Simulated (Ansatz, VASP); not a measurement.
KBr: VASP beside Ansatz

```xyz
2
Lattice="3.9759 0.0000 0.0000 0.0000 3.9759 0.0000 0.0000 0.0000 3.9759" Properties=species:S:1:pos:R:3 pbc="T T T"
K     0.0000    0.0000    0.0000
Br    1.9879    1.9879    1.9879
```

Alike in both runs: task single point; functional PBE-based screened hybrid; k mesh 4 × 4 × 4; no spin polarisation.

```csv
,VASP,Ansatz
version,VASP 6.6.1,Ansatz 0.2.0
potentials or method,"VASP PAW PBE potentials, release 64 (K_sv, Br)",plane waves
plane-wave cutoff (eV),520,420
occupations,"gaussian, width 0.01 eV",fixed
valence electrons in the cell,16,16
```

```csv
,VASP,Ansatz,Ansatz less VASP
gap on the k mesh at the Fermi level (eV),5.36,5.36,+0.004
pressure (GPa),0.4,0.4,-0.01
```

VASP's potentials were made for PBE, not for PBE-based screened hybrid. Ansatz's warnings: stress exchange threshold loose, stress scf threshold loose.
